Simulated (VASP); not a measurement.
# Ge (I4/mmm) in VASP: a series of runs

Ge is run at these levels: RPBE, revPBE, BLYP, PBE; tasks: single point.

All numbers are computed with VASP 6.6.1; they aren't measurements. Logs are shortened: lines on timing, memory, paths and dates and some standing lists are left out, and cuts for length are marked.

### Step 1. The cell of the first run

It takes space group I4/mmm (No. 139, tetragonal). The conventional cell has a = 3.217 Å, b = 3.217 Å, c = 3.746 Å, α = 90.00°, β = 90.00°, γ = 90.00°. Ge (site symmetry 4/mmm) has 14 Ge at 2.95 to 3.75 Å within 3.9 Å.

### Step 2. Single point, RPBE

INCAR

```
PREC = Accurate
ENCUT = 520
EDIFF = 1E-6
ISMEAR = -1
SIGMA = 0.05
LREAL = False
LASPH = True
NELM = 60
ALGO = Normal
ISIF = 2
LWAVE = False
LCHARG = False
GGA = RP
NBANDS = 13
```

KPOINTS

```
Automatic mesh
0
Gamma
  12 12 12
```

POSCAR

```
Ge
1.0
   -1.6084200000      1.6084200000      1.8731800000
    1.6084200000     -1.6084200000      1.8731800000
    1.6084200000      1.6084200000     -1.8731800000
Ge
1
Direct
    0.5000000000      0.5000000000      0.0000000000
```

Potentials or basis: VASP PAW PBE potentials, release 64 (Ge_d).

The run is started by

```bash
$ cat potpaw_PBE.64/Ge_d/POTCAR > POTCAR
$ mpirun -np 1 vasp_std > vasp.out
```

OUTCAR:

```text
PREC = Accurate
   ENCUT = 520
   EDIFF = 1E-6
   ISMEAR = -1
   LREAL = False
   LASPH = True
   NELM = 60
   ISIF = 2
   GGA = RP

 ion  position               nearest neighbor table
   1  0.500  0.500  0.000-

  LATTYP: Found a body centered tetragonal cell.
 ALAT       =     3.2168400000
 C/A-ratio  =     1.1646087465

  Lattice vectors:

 A1 = (  -1.6084200000,   1.6084200000,   1.8731800000)
 A2 = (   1.6084200000,  -1.6084200000,   1.8731800000)
 A3 = (   1.6084200000,   1.6084200000,  -1.8731800000)

Analysis of symmetry for initial positions (statically):
=====================================================================
 Subroutine PRICEL returns:
 Original cell was already a primitive cell.

 Routine SETGRP: Setting up the symmetry group for a
 body centered tetragonal supercell.

 Subroutine GETGRP returns: Found 16 space group operations
 (whereof 16 operations were pure point group operations)
 out of a pool of 16 trial point group operations.

The static configuration has the point symmetry D_4h.

Analysis of symmetry for dynamics (positions and initial velocities):
=====================================================================
 Subroutine PRICEL returns:
 Original cell was already a primitive cell.

 Routine SETGRP: Setting up the symmetry group for a
 body centered tetragonal supercell.

 Subroutine GETGRP returns: Found 16 space group operations
 (whereof 16 operations were pure point group operations)
 out of a pool of 16 trial point group operations.

The dynamic configuration has the point symmetry D_4h.

 Subroutine INISYM returns: Found 16 space group operations
 (whereof 16 operations are pure point group operations),
 and found     1 'primitive' translations

----------------------------------------------------------------------------------------

                                     Primitive cell

  volume of cell :      19.3838

  direct lattice vectors                    reciprocal lattice vectors
    -1.608420000  1.608420000  1.873180000     0.000000000  0.310864078  0.266925763
     1.608420000 -1.608420000  1.873180000     0.310864078  0.000000000  0.266925763
     1.608420000  1.608420000 -1.873180000     0.310864078  0.310864078  0.000000000

  length of vectors
     2.946664743  2.946664743  2.946664743     0.409738743  0.409738743  0.439628195

  position of ions in fractional coordinates (direct lattice)
     0.500000000  0.500000000  0.000000000

  ion indices of the primitive-cell ions
   primitive index   ion index
                 1           1

----------------------------------------------------------------------------------------

 KPOINTS: Automatic mesh

Automatic generation of k-mesh.
 Grid dimensions read from file:
 generate k-points for:   12   12   12

 Generating k-lattice:

  Cartesian coordinates                     Fractional coordinates (reciprocal lattice)
     0.000000000  0.025905340  0.022243814     0.083333333  0.000000000  0.000000000
     0.025905340  0.000000000  0.022243814     0.000000000  0.083333333  0.000000000
     0.025905340  0.025905340  0.000000000     0.000000000  0.000000000  0.083333333

  Length of vectors
     0.034144895  0.034144895  0.036635683

  Shift w.r.t. Gamma in fractional coordinates (k-lattice)
     0.000000000  0.000000000  0.000000000

 Subroutine IBZKPT returns following result:
 ===========================================

 Found    163 irreducible k-points:

 Following reciprocal coordinates:
            Coordinates               Weight
  0.000000  0.000000  0.000000      1.000000
  0.083333  0.000000 -0.000000      8.000000
  0.166667  0.000000  0.000000      8.000000
  0.250000 -0.000000  0.000000      8.000000
  0.333333 -0.000000  0.000000      8.000000
  0.416667 -0.000000  0.000000      8.000000
[... 16 lines left out ...]
  0.500000  0.166667  0.000000     16.000000
 -0.416667  0.166667 -0.000000     16.000000
 [... further k-points ...]
   k-points           NKPTS =    163   k-points in BZ     NKDIM =    163   number of bands    NBANDS=     13
   number of dos      NEDOS =    301   number of ions     NIONS =      1
   total plane-waves  NPLWV =  13824
   dimension x,y,z NGX =    24 NGY =   24 NGZ =   24
   dimension x,y,z NGXF=    48 NGYF=   48 NGZF=   48
   ions per type =               1
   NGX,Y,Z   is equivalent  to a cutoff of  13.54, 13.54, 13.54 a.u.
   NGXF,Y,Z  is equivalent  to a cutoff of  27.08, 27.08, 27.08 a.u.
 SYSTEM =  unknown system
   PREC   = accura    normal or accurate (medium, high low for compatibility)
   ISTART =      0    job   : 0-new  1-cont  2-samecut
   ICHARG =      2    charge: 1-file 2-atom 10-const
   ISPIN  =      1    spin polarized calculation?
   LNONCOLLINEAR =      F non collinear calculations
   LSORBIT =      F    spin-orbit coupling
   LASPH  =      T    aspherical Exc in radial PAW
   ENCUT  =  520.0 eV  38.22 Ry    6.18 a.u.   5.48  5.48  5.48*2*pi/ulx,y,z
   NELM   =     60;   NELMIN=  2; NELMDL= -5     # of ELM steps
   EDIFF  = 0.1E-05   stopping-criterion for ELM
   LREAL  =      F    real-space projection
   EDIFFG = 0.1E-04   stopping-criterion for IOM
   NSW    =      0    number of steps for IOM
   IBRION =     -1    ionic relax: 0-MD 1-quasi-New 2-CG
   NFREE  =      0    steps in history (QN), initial steepest desc. (CG)
   ISIF   =      2    stress and relaxation
   ISYM   =      2    0-nonsym 1-usesym 2-fastsym
   POTIM  = 0.5000    time-step for ionic-motion
   TEBEG  =    0.0;   TEEND  =   0.0 temperature during run
   PSTRESS=    0.0 pullay stress
   NELECT =      14.0000    total number of electrons
   NUPDOWN=      -1.0000    fix difference up-down
   EMIN   =  10.00;   EMAX   =-10.00  energy-range for DOS
   EFERMI =   0.00;   METHOD = LEGACY
   ISMEAR =    -1;   SIGMA  =   0.05  broadening in eV -4-tet -1-fermi 0-gaus
   EFERMI_NEDOS =   21; number of points for ismear=-14 and -15
   IALGO  =     38    algorithm
   IMIX   =      4    mixing-type and parameters
     AMIX     =   0.40;   BMIX     =  1.00
     AMIX_MAG =   1.60;   BMIX_MAG =  1.00
  volume/ion in A,a.u.               =      19.38       130.81
  Fermi-wavevector in a.u.,A,eV,Ry     =   1.468829  2.775685 29.354024  2.157460
  Thomas-Fermi vector in A             =   2.584280
   LORBIT       =      0    0 simple, 1 ext, 2 COOP (PROOUT), +10 PAW based schemes
   GGA     = RP    functional components
   LHFCALC =     F    Hartree Fock is set to
   AEXX    =    0.0000 exact exchange contribution
   IVDW    =     0    specifies the selected vdW correction
   LEPSILON=     F    determine dielectric tensor
   LRPA    =     F    only Hartree local field effects (RPA)
 non-spin polarized calculation
  energy-cutoff  :      520.00
  volume of cell :       19.38
 maximum number of plane-waves:       536
 NGX is ok and might be reduce to    24
   NGX = 11   NGY = 11   NGZ = 11

 number of electron      13.9999999 magnetization

 Free energy of the ion-electron system (eV)
  ---------------------------------------------------
  ext. energy  EPLUGINS =         0.00000000
  ---------------------------------------------------
  free energy    TOTEN  =        -3.81973034 eV

  energy without entropy =       -3.81554963  energy(sigma->0) =       -3.81763998

 E-fermi :   6.7212     XC(G=0): -11.0595

 val. band max:        6.7141015964   @ k =  -0.3333   0.3333   0.2500
 cond. band min:       6.7258916437   @ k =   0.3333   0.3333   0.1667
 fundamental gap:      0.0117900473
 Fermi energy:         6.7212035532

 k-point     1 :       0.0000    0.0000    0.0000
  band No.  band energies     occupation
      1     -18.1764      2.00000
      2     -18.1764      2.00000
      3     -18.1591      2.00000
      4     -18.1259      2.00000
      5     -18.0880      2.00000
      6      -6.3159      2.00000
      7      15.2805      0.00000
      8      15.5886      0.00000
      9      15.5886      0.00000
     10      20.4880      0.00000
     11      20.4880      0.00000
     12      21.8762      0.00000
     13      22.1088      0.00000

 k-point     2 :       0.0833    0.0000   -0.0000
  band No.  band energies     occupation
      1     -18.1738      2.00000
      2     -18.1737      2.00000
      3     -18.1562      2.00000
      4     -18.1261      2.00000
      5     -18.0894      2.00000
      6      -6.1432      2.00000
      7      13.9108      0.00000
      8      15.0945      0.00000
      9      15.3110      0.00000
     10      19.9002      0.00000
     11      20.7534      0.00000
     12      21.5489      0.00000
     13      22.9400      0.00000

 k-point     3 :       0.1667    0.0000    0.0000
  band No.  band energies     occupation
      1     -18.1740      2.00000
      2     -18.1677      2.00000
      3     -18.1403      2.00000
      4     -18.1265      2.00000
      5     -18.0929      2.00000
      6      -5.6254      2.00000
      7      10.9988      0.00000
      8      14.1128      0.00000
      9      15.0067      0.00000
     10      19.0110      0.00000
     11      20.0014      0.00000
     12      21.7356      0.00000
     13      22.6853      0.00000
[... 305 lines left out ...]
 k-point    23 :       0.5000    0.1667    0.0000
  band No.  band energies     occupation
      1     -18.1845      2.00000
      2     -18.1533      2.00000
      3     -18.1183      2.00000
      4     -18.0998      2.00000
      5     -18.0720      2.00000
      6      -1.3705      2.00000
      7       2.9111      2.00000
      8       8.6845      0.00000
      9      12.1474      0.00000
     10      17.7203      0.00000
     11      19.7166      0.00000
     12      23.0972      0.00000
     13      27.1592      0.00000

 k-point    24 :      -0.4167    0.1667   -0.0000
  band No.  band energies     occupation
      1     -18.1840      2.00000
      2     -18.1567      2.00000
      3     -18.1188      2.00000
      4     -18.1026      2.00000
      5     -18.0791      2.00000
      6      -2.8149      2.00000
      7       5.1867      2.00000
      8       9.4484      0.00000
      9      12.2035      0.00000
     10      17.1728      0.00000
     11      20.0462      0.00000
     12      23.0156      0.00000
     13      24.7266      0.00000

 [... further k-points ...]
[... 5 lines left out ...]
  --------------------------------------------------------------------------------------
  -------------------------------------------------------------------------------------
  Total        0.2271268      0.2271268      0.2996881      0.0000000      0.0000000      0.0000000
  in kB       18.7732959     18.7732959     24.7708892      0.0000000      0.0000000      0.0000000
  external PRESSURE =      20.7724937 kB  Pullay stress =       0.0000000 kB

 VOLUME and BASIS-vectors are now :
 -----------------------------------------------------------------------------
  energy-cutoff  :      520.00
  volume of cell :       19.38
      direct lattice vectors                 reciprocal lattice vectors
    -1.608420000  1.608420000  1.873180000     0.000000000  0.310864078  0.266925763
     1.608420000 -1.608420000  1.873180000     0.310864078  0.000000000  0.266925763
     1.608420000  1.608420000 -1.873180000     0.310864078  0.310864078  0.000000000

 POSITION                                       TOTAL-FORCE (eV/Angst)
 -----------------------------------------------------------------------------------
      0.00000      0.00000      1.87318        -0.000000      0.000000      0.000000
 -----------------------------------------------------------------------------------
    total drift:                               -0.000000      0.000000      0.000000

  FREE ENERGIE OF THE ION-ELECTRON SYSTEM (eV)
  ---------------------------------------------------
  free  energy   TOTEN  =        -3.8197303350 eV

  energy  without entropy=       -3.8155496293  energy(sigma->0) =       -3.81763998
```

Run time: 42 s. Hardware: 1 thread of Intel Xeon 8259CL, shared host; peak memory 0.16 GiB.

What came out:

```yaml
Free_energy: -3.8197 eV
Pressure: 2.1 GPa
Band_gap_on_the_k_mesh: zero (bands 7 and 8 overlap by 11.38 eV)
```

Stress tensor (GPa, compression positive):
```
1.88 0.00 0.00
0.00 1.88 0.00
0.00 0.00 2.48
```

Levels at points of the mesh, in eV from the Fermi level:
| k point | band 4 | band 5 | band 6 | band 7 | band 8 | band 9 | band 10 | band 11 |
| --- | --- | --- | --- | --- | --- | --- | --- | --- |
| (0.00, 0.00, 0.00) | -24.85 | -24.81 | -13.04 | 8.56 | 8.87 | 8.87 | 13.77 | 13.77 |
| (0.50, 0.00, 0.00) | -24.81 | -24.78 | -7.78 | -5.43 | 5.06 | 7.30 | 10.22 | 10.60 |
| (0.50, 0.50, 0.00) | -24.80 | -24.77 | -6.71 | -4.89 | 3.10 | 4.59 | 7.65 | 7.76 |
| (0.50, 0.50, 0.50) | -24.78 | -24.78 | -3.56 | -2.50 | 0.69 | 0.69 | 4.38 | 5.14 |

Caveat: the PAW data sets were made with another functional, which shifts forces and pressure a little.

### Step 3. Single point, revPBE

INCAR

```
PREC = Accurate ; ENCUT = 520
EDIFF = 1E-6 ; ISMEAR = -1
SIGMA = 0.05 ; LREAL = F
LASPH = T ; NELM = 60
ALGO = Normal ; ISIF = 2
LWAVE = F ; LCHARG = F
GGA = RE ; NBANDS = 13
```

KPOINTS

```
regular mesh
0
Gamma
  12 12 12
```

POSCAR is that of step 2.

Potentials or basis: VASP PAW PBE potentials, release 64 (Ge_d).

The run is started by

```bash
$ cat potpaw_PBE.64/Ge_d/POTCAR > POTCAR
$ mpirun -np 1 vasp_std > vasp.out
```

Run time: 40 s. Hardware: 1 thread of Intel Xeon 8259CL, shared host; peak memory 0.16 GiB.

It converged, with:

| Property | Result |
| --- | --- |
| Free energy | -3.8794 eV |
| Pressure | 1.6 GPa |
| Band gap on the k mesh | zero (bands 7 and 8 overlap by 11.36 eV) |

Stress tensor (GPa, compression positive):
```
1.44 0.00 0.00
0.00 1.44 0.00
0.00 0.00 2.06
```

Levels at points of the mesh, in eV from the Fermi level:
```tsv
k point	band 3	band 4	band 5	band 6	band 7	band 8	band 9	band 10	band 11	band 12
(0.00, 0.00, 0.00)	-24.86	-24.83	-24.79	-13.04	8.55	8.85	8.85	13.78	13.78	15.17
(0.50, 0.00, 0.00)	-24.83	-24.79	-24.76	-7.79	-5.42	5.06	7.29	10.23	10.61	15.68
(0.50, 0.50, 0.00)	-24.80	-24.78	-24.75	-6.72	-4.88	3.09	4.58	7.66	7.78	22.47
(0.50, 0.50, 0.50)	-24.78	-24.76	-24.76	-3.57	-2.50	0.69	0.69	4.39	5.16	26.41
```

Caveat: the PAW data sets were made with another functional, which shifts forces and pressure a little.

(Continued in part 2 of 2.)
